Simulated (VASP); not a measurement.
# K (Fd-3m) in VASP: a series of runs

The runs below take K through single point, relaxation of cell and atoms, with PBE.

Program: VASP 6.6.1. These are calculated values, not measurements. Logs are shortened: lines on timing, memory, paths and dates and some standing lists are left out, and cuts for length are marked.

**1. The cell of the first run**

Symmetry: Fd-3m, No. 227, cubic system. The conventional cell has a = 8.877 Å, b = 8.877 Å, c = 8.877 Å, α = 90.00°, β = 90.00°, γ = 90.00°. K (site symmetry -43m) has 4 K at 3.84 Å within 5.0 Å.

**2. Single point, PBE**

The input, INCAR:

```
SYSTEM = K
PREC = Accurate
ENCUT = 520
EDIFF = 1E-6
ISMEAR = 0
SIGMA = 0.1
LREAL = .False.
LASPH = .True.
NELM = 100
ALGO = Normal
ISIF = 2
LWAVE = .False.
LCHARG = .False.
GGA = PE
NBANDS = 16
```

The input, KPOINTS:

```
regular mesh
0
Gamma
  4 4 4
  0 0 0
```

The input, POSCAR:

```
K
1.0
    0.0000000000      4.4383479313      4.4383479313
    4.4383479313      0.0000000000      4.4383479313
    4.4383479313      4.4383479313      0.0000000000
K
2
Direct
    0.5000000000      0.5000000000      0.5000000000
    0.7500000000      0.7500000000      0.7500000000
```

Potentials or basis: VASP PAW PBE potentials, release 64 (K_sv).

The run is started by

```sh
$ cat potpaw_PBE.64/K_sv/POTCAR > POTCAR
$ mpirun -np 1 vasp_std > vasp.out
```

OUTCAR:

```text
SYSTEM = K
   PREC = Accurate
   ENCUT = 520
   EDIFF = 1E-6
   ISMEAR = 0
   LREAL = .False.
   LASPH = .True.
   NELM = 100
   ISIF = 2
   GGA = PE

 ion  position               nearest neighbor table
   1  0.500  0.500  0.500-
   2  0.750  0.750  0.750-

  LATTYP: Found a face centered cubic cell.
 ALAT       =     8.8766958626

  Lattice vectors:

 A1 = (   0.0000000000,   4.4383479313,   4.4383479313)
 A2 = (   4.4383479313,   0.0000000000,   4.4383479313)
 A3 = (   4.4383479313,   4.4383479313,   0.0000000000)

Analysis of symmetry for initial positions (statically):
=====================================================================
 Subroutine PRICEL returns:
 Original cell was already a primitive cell.

 Routine SETGRP: Setting up the symmetry group for a
 face centered cubic supercell.

 Subroutine GETGRP returns: Found 48 space group operations
 (whereof 24 operations were pure point group operations)
 out of a pool of 48 trial point group operations.

The static configuration has the point symmetry T_d .
 The point group associated with its full space group is O_h .

Analysis of symmetry for dynamics (positions and initial velocities):
=====================================================================
 Subroutine PRICEL returns:
 Original cell was already a primitive cell.

 Routine SETGRP: Setting up the symmetry group for a
 face centered cubic supercell.

 Subroutine GETGRP returns: Found 48 space group operations
 (whereof 24 operations were pure point group operations)
 out of a pool of 48 trial point group operations.

The dynamic configuration has the point symmetry T_d .
 The point group associated with its full space group is O_h .

 Subroutine INISYM returns: Found 48 space group operations
 (whereof 24 operations are pure point group operations),
 and found     1 'primitive' translations

----------------------------------------------------------------------------------------

                                     Primitive cell

  volume of cell :     174.8614

  direct lattice vectors                    reciprocal lattice vectors
     0.000000000  4.438347931  4.438347931    -0.112654530  0.112654530  0.112654530
     4.438347931  0.000000000  4.438347931     0.112654530 -0.112654530  0.112654530
     4.438347931  4.438347931  0.000000000     0.112654530  0.112654530 -0.112654530

  length of vectors
     6.276771839  6.276771839  6.276771839     0.195123370  0.195123370  0.195123370

  position of ions in fractional coordinates (direct lattice)
     0.500000000  0.500000000  0.500000000
     0.750000000  0.750000000  0.750000000

  ion indices of the primitive-cell ions
   primitive index   ion index
                 1           1
                 2           2

----------------------------------------------------------------------------------------

 KPOINTS: regular mesh

Automatic generation of k-mesh.
 Grid dimensions read from file:
 generate k-points for:    4    4    4

 Generating k-lattice:

  Cartesian coordinates                     Fractional coordinates (reciprocal lattice)
    -0.028163632  0.028163632  0.028163632     0.250000000  0.000000000  0.000000000
     0.028163632 -0.028163632  0.028163632     0.000000000  0.250000000  0.000000000
     0.028163632  0.028163632 -0.028163632     0.000000000  0.000000000  0.250000000

  Length of vectors
     0.048780842  0.048780842  0.048780842

  Shift w.r.t. Gamma in fractional coordinates (k-lattice)
     0.000000000  0.000000000  0.000000000

 Subroutine IBZKPT returns following result:
 ===========================================

 Found      8 irreducible k-points:

 Following reciprocal coordinates:
            Coordinates               Weight
  0.000000  0.000000  0.000000      1.000000
  0.250000  0.000000  0.000000      8.000000
  0.500000  0.000000  0.000000      4.000000
  0.250000  0.250000  0.000000      6.000000
  0.500000  0.250000  0.000000     24.000000
 -0.250000  0.250000  0.000000     12.000000
  0.500000  0.500000  0.000000      3.000000
 -0.250000  0.500000  0.250000      6.000000
   k-points           NKPTS =      8   k-points in BZ     NKDIM =      8   number of bands    NBANDS=     16
   number of dos      NEDOS =    301   number of ions     NIONS =      2
   total plane-waves  NPLWV = 110592
   dimension x,y,z NGX =    48 NGY =   48 NGZ =   48
   dimension x,y,z NGXF=    96 NGYF=   96 NGZF=   96
   ions per type =               2
   NGX,Y,Z   is equivalent  to a cutoff of  12.71, 12.71, 12.71 a.u.
   NGXF,Y,Z  is equivalent  to a cutoff of  25.43, 25.43, 25.43 a.u.
 SYSTEM =  K
   PREC   = accura    normal or accurate (medium, high low for compatibility)
   ISTART =      0    job   : 0-new  1-cont  2-samecut
   ICHARG =      2    charge: 1-file 2-atom 10-const
   ISPIN  =      1    spin polarized calculation?
   LNONCOLLINEAR =      F non collinear calculations
   LSORBIT =      F    spin-orbit coupling
   LASPH  =      T    aspherical Exc in radial PAW
   ENCUT  =  520.0 eV  38.22 Ry    6.18 a.u.  11.67 11.67 11.67*2*pi/ulx,y,z
   NELM   =    100;   NELMIN=  2; NELMDL= -5     # of ELM steps
   EDIFF  = 0.1E-05   stopping-criterion for ELM
   LREAL  =      F    real-space projection
   EDIFFG = 0.1E-04   stopping-criterion for IOM
   NSW    =      0    number of steps for IOM
   IBRION =     -1    ionic relax: 0-MD 1-quasi-New 2-CG
   NFREE  =      0    steps in history (QN), initial steepest desc. (CG)
   ISIF   =      2    stress and relaxation
   ISYM   =      2    0-nonsym 1-usesym 2-fastsym
   POTIM  = 0.5000    time-step for ionic-motion
   TEBEG  =    0.0;   TEEND  =   0.0 temperature during run
   PSTRESS=    0.0 pullay stress
   NELECT =      18.0000    total number of electrons
   NUPDOWN=      -1.0000    fix difference up-down
   EMIN   =  10.00;   EMAX   =-10.00  energy-range for DOS
   EFERMI =   0.00;   METHOD = LEGACY
   ISMEAR =     0;   SIGMA  =   0.10  broadening in eV -4-tet -1-fermi 0-gaus
   EFERMI_NEDOS =   21; number of points for ismear=-14 and -15
   IALGO  =     38    algorithm
   IMIX   =      4    mixing-type and parameters
     AMIX     =   0.40;   BMIX     =  1.00
     AMIX_MAG =   1.60;   BMIX_MAG =  1.00
  volume/ion in A,a.u.               =      87.43       590.01
  Fermi-wavevector in a.u.,A,eV,Ry     =   0.767245  1.449884  8.009282  0.588666
  Thomas-Fermi vector in A             =   1.867760
   LORBIT       =      0    0 simple, 1 ext, 2 COOP (PROOUT), +10 PAW based schemes
   GGA     = PE    functional components
   LHFCALC =     F    Hartree Fock is set to
   AEXX    =    0.0000 exact exchange contribution
   IVDW    =     0    specifies the selected vdW correction
   LEPSILON=     F    determine dielectric tensor
   LRPA    =     F    only Hartree local field effects (RPA)
 non-spin polarized calculation
 Gauss-broadening in eV      SIGMA  =   0.10
  energy-cutoff  :      520.00
  volume of cell :      174.86
 maximum number of plane-waves:      4735
 NGX is ok and might be reduce to    48
   NGX = 23   NGY = 23   NGZ = 23

 number of electron      17.9999997 magnetization

 Free energy of the ion-electron system (eV)
  ---------------------------------------------------
  ext. energy  EPLUGINS =         0.00000000
  ---------------------------------------------------
  free energy    TOTEN  =        -1.48111675 eV

  energy without entropy =       -1.47779311  energy(sigma->0) =       -1.47945493

 E-fermi :  -0.2787     XC(G=0):  -5.1988

 val. band max:       -0.3470152571   @ k =   0.5000   0.5000   0.0000
 cond. band min:       0.0044807753   @ k =   0.5000   0.2500   0.0000
 fundamental gap:      0.3514960324
 Fermi energy:        -0.2786528606

 k-point     1 :       0.0000    0.0000    0.0000
  band No.  band energies     occupation
      1     -33.0695      2.00000
      2     -33.0356      2.00000
      3     -16.5954      2.00000
      4     -16.5954      2.00000
      5     -16.5954      2.00000
      6     -16.4785      2.00000
      7     -16.4785      2.00000
      8     -16.4785      2.00000
      9      -2.3593      2.00000
     10       2.1491      0.00000
     11       2.1491      0.00000
     12       2.1491      0.00000
     13       2.3576      0.00000
     14       2.3576      0.00000
     15       2.5027      0.00000
     16       2.5027      0.00000

 k-point     2 :       0.2500    0.0000    0.0000
  band No.  band energies     occupation
      1     -33.0660      2.00000
      2     -33.0391      2.00000
      3     -16.6022      2.00000
      4     -16.6022      2.00000
      5     -16.5946      2.00000
      6     -16.4811      2.00000
      7     -16.4718      2.00000
      8     -16.4718      2.00000
      9      -1.9618      2.00000
     10       0.8524      0.00000
     11       1.8939      0.00000
     12       1.8939      0.00000
     13       2.3382      0.00000
     14       2.4470      0.00000
     15       2.4470      0.00000
     16       2.7942      0.00000

 k-point     3 :       0.5000    0.0000    0.0000
  band No.  band energies     occupation
      1     -33.0610      2.00000
      2     -33.0441      2.00000
      3     -16.6084      2.00000
      4     -16.6084      2.00000
      5     -16.5940      2.00000
      6     -16.4835      2.00000
      7     -16.4657      2.00000
      8     -16.4657      2.00000
      9      -1.0165      2.00000
     10      -0.6084      2.00000
     11       1.7502      0.00000
     12       1.7502      0.00000
     13       2.3138      0.00000
     14       2.4817      0.00000
     15       2.4817      0.00000
     16       3.1218      0.00000

 k-point     4 :       0.2500    0.2500    0.0000
  band No.  band energies     occupation
      1     -33.0646      2.00000
      2     -33.0406      2.00000
      3     -16.6097      2.00000
      4     -16.6097      2.00000
      5     -16.5792      2.00000
      6     -16.4968      2.00000
      7     -16.4646      2.00000
      8     -16.4646      2.00000
      9      -1.8276      2.00000
     10       1.3108      0.00000
     11       1.5990      0.00000
     12       1.7126      0.00000
     13       1.7492      0.00000
     14       1.7492      0.00000
     15       2.7271      0.00000
     16       2.9943      0.00000

 k-point     5 :       0.5000    0.2500    0.0000
  band No.  band energies     occupation
      1     -33.0586      2.00000
      2     -33.0466      2.00000
      3     -16.6204      2.00000
      4     -16.6153      2.00000
      5     -16.5664      2.00000
      6     -16.5103      2.00000
      7     -16.4591      2.00000
      8     -16.4549      2.00000
      9      -0.9600      2.00000
     10       0.0045      0.00006
     11       0.7973      0.00000
     12       1.4133      0.00000
     13       1.6590      0.00000
     14       2.5866      0.00000
     15       2.7653      0.00000
     16       3.2655      0.00000

 k-point     6 :      -0.2500    0.2500    0.0000
  band No.  band energies     occupation
      1     -33.0610      2.00000
      2     -33.0441      2.00000
      3     -16.6190      2.00000
      4     -16.6084      2.00000
      5     -16.5772      2.00000
      6     -16.4991      2.00000
      7     -16.4657      2.00000
      8     -16.4564      2.00000
      9      -1.3263      2.00000
     10       0.5191      0.00000
     11       0.5449      0.00000
     12       1.7700      0.00000
     13       1.9155      0.00000
     14       2.5687      0.00000
     15       2.7850      0.00000
     16       2.9087      0.00000

 k-point     7 :       0.5000    0.5000    0.0000
  band No.  band energies     occupation
      1     -33.0526      2.00000
      2     -33.0526      2.00000
      3     -16.6216      2.00000
      4     -16.6216      2.00000
      5     -16.5390      2.00000
      6     -16.5390      2.00000
      7     -16.4530      2.00000
      8     -16.4530      2.00000
      9      -0.3470      1.66635
     10      -0.3470      1.66635
     11       1.0294      0.00000
     12       1.0294      0.00000
     13       1.5822      0.00000
     14       1.5822      0.00000
     15       3.2087      0.00000
     16       3.2087      0.00000

 k-point     8 :      -0.2500    0.5000    0.2500
  band No.  band energies     occupation
      1     -33.0526      2.00000
      2     -33.0526      2.00000
      3     -16.6220      2.00000
      4     -16.6220      2.00000
      5     -16.5384      2.00000
      6     -16.5384      2.00000
      7     -16.4532      2.00000
      8     -16.4532      2.00000
      9       0.0143      0.00003
     10       0.0143      0.00003
     11       0.1643      0.00000
     12       0.1643      0.00000
     13       2.6313      0.00000
     14       2.6313      0.00000
     15       2.6993      0.00000
     16       2.6993      0.00000

------------------------ aborting loop because EDIFF is reached ----------------------------------------

  FORCE on cell =-STRESS in cart. coord.  units (eV):
  Direction    XX          YY          ZZ          XY          YZ          ZX
  --------------------------------------------------------------------------------------
  -------------------------------------------------------------------------------------
  Total        0.3952161      0.3952161      0.3952161      0.0000000      0.0000000      0.0000000
  in kB        3.6211890      3.6211890      3.6211890      0.0000000      0.0000000      0.0000000
  external PRESSURE =       3.6211890 kB  Pullay stress =       0.0000000 kB

 VOLUME and BASIS-vectors are now :
 -----------------------------------------------------------------------------
  energy-cutoff  :      520.00
  volume of cell :      174.86
      direct lattice vectors                 reciprocal lattice vectors
     0.000000000  4.438347931  4.438347931    -0.112654530  0.112654530  0.112654530
     4.438347931  0.000000000  4.438347931     0.112654530 -0.112654530  0.112654530
     4.438347931  4.438347931  0.000000000     0.112654530  0.112654530 -0.112654530

 POSITION                                       TOTAL-FORCE (eV/Angst)
 -----------------------------------------------------------------------------------
      4.43835      4.43835      4.43835        -0.000000      0.000000      0.000000
      6.65752      6.65752      6.65752         0.000000     -0.000000     -0.000000
 -----------------------------------------------------------------------------------
    total drift:                               -0.000000     -0.000000     -0.000000

  FREE ENERGIE OF THE ION-ELECTRON SYSTEM (eV)
  ---------------------------------------------------
  free  energy   TOTEN  =        -1.4811167464 eV

  energy  without entropy=       -1.4777931107  energy(sigma->0) =       -1.47945493
```

It took 80 s on 1 thread of AMD EPYC 7R13, shared host; peak memory 0.27 GiB.

Results:

```
Free energy            : -1.4811 eV
Pressure               : 0.4 GPa
Band gap on the k mesh : zero (band 9 reaches 0.01 eV, above the bottom of band 10 at -0.61 eV)
```

**3. Single point, PBE**

This run uses another cell than the first one, of 111.32 Å³/atom, 1.273 times its volume.

The input, INCAR:

```
SYSTEM = K
PREC = Accurate
ENCUT = 520
EDIFF = 1E-7
ISMEAR = 0
SIGMA = 0.1
LREAL = .False.
LASPH = .True.
NELM = 60
ALGO = Fast
ISIF = 2
LWAVE = .False.
LCHARG = .False.
GGA = PE
NBANDS = 16
```

The input, KPOINTS:

```
Automatic mesh
0
Gamma
  10 10 10
  0 0 0
```

The input, POSCAR:

```
K
1.0
    0.0000000000      4.8104434835      4.8104434835
    4.8104434835      0.0000000000      4.8104434835
    4.8104434835      4.8104434835      0.0000000000
K
2
Direct
    0.5000000000      0.5000000000      0.5000000000
    0.7500000000      0.7500000000      0.7500000000
```

Potentials or basis: VASP PAW PBE potentials, release 64 (K_sv).

The run is started by

```sh
$ cat potpaw_PBE.64/K_sv/POTCAR > POTCAR
$ mpirun -np 1 vasp_std > vasp.out
```

Wall time 14 min (1 thread of AMD EPYC 7R13, shared host); peak memory 0.43 GiB.

Results (log left out):

```yaml
Free_energy: -1.5048 eV
Pressure: 0.0 GPa
Band_gap_on_the_k_mesh: zero (band 9 reaches -0.61 eV, above the bottom of band 10 at -0.91 eV)
```

Levels at points of the mesh, in eV from the Fermi level:
```tsv
k point	band 6	band 7	band 8	band 9	band 10	band 11	band 12	band 13
(0.00, 0.00, 0.00)	-16.06	-16.06	-16.06	-1.68	2.34	2.34	2.34	2.65
(0.50, 0.00, 0.00)	-16.06	-16.05	-16.05	-0.61	-0.11	2.14	2.14	2.42
(0.50, 0.50, 0.00)	-16.09	-16.05	-16.05	0.01	0.01	1.40	1.40	1.66
```

**4. Single point, PBE**

This run uses another cell than the first one, of 111.32 Å³/atom, 1.273 times its volume.

The input, INCAR:

```
SYSTEM = K
  PREC = Accurate
  ENCUT = 520
  EDIFF = 1E-7
  ISMEAR = 0
  SIGMA = 0.1
  LREAL = .FALSE.
  LASPH = .TRUE.
  NELM = 60
  ALGO = Fast
  ISIF = 2
  LWAVE = .FALSE.
  LCHARG = .FALSE.
  GGA = PE
  NBANDS = 16
```

The input, KPOINTS:

```
regular mesh
0
G
  12 12 12
  0 0 0
```

POSCAR is that of step 3.

The run is started by

```sh
$ cat potpaw_PBE.64/K_sv/POTCAR > POTCAR
$ mpirun -np 1 vasp_std > vasp.out
```

Run time: 21 min. Hardware: 1 thread of AMD EPYC 7R13, shared host; peak memory 0.48 GiB.

Results (log left out):

```
Free energy            : -1.5048 eV
Pressure               : 0.0 GPa
Band gap on the k mesh : zero (band 9 reaches -0.58 eV, above the bottom of band 10 at -0.91 eV)
```

Levels at points of the mesh, in eV from the Fermi level:
| k point | band 7 | band 8 | band 9 | band 10 | band 11 | band 12 |
| --- | --- | --- | --- | --- | --- | --- |
| (0.00, 0.00, 0.00) | -16.06 | -16.06 | -1.68 | 2.34 | 2.34 | 2.34 |
| (0.50, 0.00, 0.00) | -16.05 | -16.05 | -0.62 | -0.11 | 2.14 | 2.14 |
| (0.50, 0.50, 0.00) | -16.05 | -16.05 | 0.01 | 0.01 | 1.40 | 1.40 |

(Part 1 of 2 ends here.)
